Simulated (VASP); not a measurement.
A run of VASP 6.6.1 is set up as follows.

The input POSCAR:

```
Si64N
1.0
   10.8655790000      0.0000000000      0.0000000000
    0.0000000000     10.8655790000      0.0000000000
    0.0000000000      0.0000000000     10.8655790000
Si N
64 1
Direct
    0.0045340000      0.0046100000      0.0042420000
    0.0009790000      0.0011070000      0.4972520000
    0.0009720000      0.4976340000      0.0007240000
    0.9904580000      0.5083270000      0.5079690000
    0.4975410000      0.0011080000      0.0007260000
    0.5082590000      0.9905190000      0.5079780000
    0.5082600000      0.5083340000      0.9901690000
    0.5050000000      0.5050690000      0.5046690000
    0.1298320000      0.1299160000      0.1295380000
    0.1285130000      0.1286230000      0.6151900000
    0.1284710000      0.6155900000      0.1282330000
    0.1262010000      0.6273940000      0.6270120000
    0.6155240000      0.1285730000      0.1282090000
    0.6272940000      0.1262830000      0.6270330000
    0.6273070000      0.6274240000      0.1258940000
    0.6292250000      0.6293110000      0.6289460000
    0.2502300000      0.2503790000      0.9961390000
    0.2670340000      0.2671440000      0.4743780000
    0.2509560000      0.7461660000      0.0023400000
    0.2508250000      0.7494000000      0.4997620000
    0.7460420000      0.2510590000      0.0023070000
    0.7492470000      0.2509510000      0.4997480000
    0.7525520000      0.7526750000      0.0016540000
    0.7525260000      0.7526180000      0.5017090000
    0.3816010000      0.3817190000      0.1029570000
    0.3773480000      0.3774770000      0.6243260000
    0.3755220000      0.8729350000      0.1249660000
    0.3754200000      0.8720680000      0.6271900000
    0.8727630000      0.3756480000      0.1249520000
    0.8719530000      0.3755100000      0.6271760000
    0.8775600000      0.8776460000      0.1252850000
    0.8775990000      0.8777160000      0.6266050000
    0.2502260000      0.9965140000      0.2500050000
    0.2509670000      0.0027140000      0.7457800000
    0.2670390000      0.4747380000      0.2667760000
    0.2508350000      0.5001350000      0.7490220000
    0.7460370000      0.0026750000      0.2506870000
    0.7525410000      0.0020310000      0.7522910000
    0.7492370000      0.5001200000      0.2505760000
    0.7525330000      0.5020690000      0.7522450000
    0.3816010000      0.1033080000      0.3813720000
    0.3755120000      0.1253460000      0.8725570000
    0.3773240000      0.6247080000      0.3770940000
    0.3754270000      0.6275520000      0.8717100000
    0.8727550000      0.1253240000      0.3752650000
    0.8775600000      0.1256650000      0.8772730000
    0.8719410000      0.6275380000      0.3751540000
    0.8775950000      0.6269830000      0.8773320000
    0.9963670000      0.2503100000      0.2499420000
    0.0025910000      0.2510510000      0.7457510000
    0.0025760000      0.7461290000      0.2506850000
    0.0019230000      0.7526380000      0.7522670000
    0.4745700000      0.2671000000      0.2667590000
    0.4999990000      0.2509360000      0.7489810000
    0.4999950000      0.7493560000      0.2505610000
    0.5019520000      0.7526190000      0.7522550000
    0.1031980000      0.3816900000      0.3813100000
    0.1251940000      0.3756240000      0.8725100000
    0.1251890000      0.8728770000      0.3752420000
    0.1255960000      0.8776300000      0.8772580000
    0.6245720000      0.3774050000      0.3770350000
    0.6274540000      0.3755110000      0.8716560000
    0.6274560000      0.8720250000      0.3751350000
    0.6268580000      0.8777050000      0.8773310000
    0.3201350000      0.3202970000      0.3199270000
```

Contents of INCAR.step1:

```
PREC = Accurate ; ENCUT = 520
ISMEAR = -1 ; SIGMA = 0.05
LREAL = Auto ; LASPH = True
NELM = 100 ; NBANDS = 168
NELECT = 260.0 ; ISYM = 0
GGA = PE ; ALGO = Normal
EDIFF = 1E-4 ; LWAVE = True
LCHARG = False
```

The input INCAR.step2:

```
PREC = Accurate ; ENCUT = 520
EDIFF = 1E-7 ; ISMEAR = -1
SIGMA = 0.05 ; LREAL = Auto
LASPH = True ; NELM = 100
ALGO = Normal ; ISIF = 2
LWAVE = False ; LCHARG = False
METAGGA = R2SCAN ; LMIXTAU = True
NBANDS = 168 ; NELECT = 260.0
ISYM = 0 ; ISTART = 1
```

File KPOINTS:

```
Automatic mesh
0
Gamma
  1 1 1
  0.25 0.25 0.25
```

Potentials or basis: VASP PAW PBE potentials, release 64 (Si, N).

Command:

```sh
$ cat potpaw_PBE.64/Si/POTCAR potpaw_PBE.64/N/POTCAR > POTCAR
$ cp INCAR.step1 INCAR
$ mpirun -np 1 vasp_std > vasp.out
$ cp INCAR.step2 INCAR
$ mpirun -np 1 vasp_std > vasp.out
```

(1) Estimate the largest force.

Results:

(1) 0.384 eV/Å.

Caveat: the cell carries a net charge on a neutralising background, which shifts energy and pressure; the PAW data sets were made with another functional, which shifts forces and pressure a little.
